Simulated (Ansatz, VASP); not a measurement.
Ag in VASP and in Ansatz

```xyz
3
Lattice="4.5850 0.0000 0.0000 -2.2925 3.9708 0.0000 0.0000 0.0000 2.8106" Properties=species:S:1:pos:R:3 pbc="T T T"
Ag    0.0000    0.0000    0.0000
Ag    0.0000    2.6472    1.4053
Ag    2.2925    1.3236    1.4053
```

Alike in both runs: task relaxation of cell and atoms; functional PBEsol; k mesh 8 × 8 × 11; occupations fermi-dirac, width 0.1 eV; no spin polarisation.

|  | VASP | Ansatz |
| --- | --- | --- |
| version | VASP 6.6.1 | Ansatz 0.2.0 |
| potentials or method | VASP PAW PBE potentials, release 64 (Ag), cutoff 600 eV | plane waves (420 eV) with PAW, scalar-relativistic |
| valence electrons in the cell | 33 | 57 |

Ansatz gave:

| Property | Result |
| --- | --- |
| relaxed volume (Å³/atom) | 17.02 |
| relaxed length of the cell vector where the two differ most in proportion (Å) | 2.766 |

Task: What did VASP give for the same quantities?

Result: Relaxed volume (Å³/atom): 16.98; relaxed length of the cell vector where the two differ most in proportion (Å): 2.764.

VASP's potentials were made for PBE, not for PBEsol, and Ansatz warns of the same on its side. VASP's potentials hold 33 valence electrons a cell and Ansatz's 57, so a difference there can come from the potentials and not from the codes.
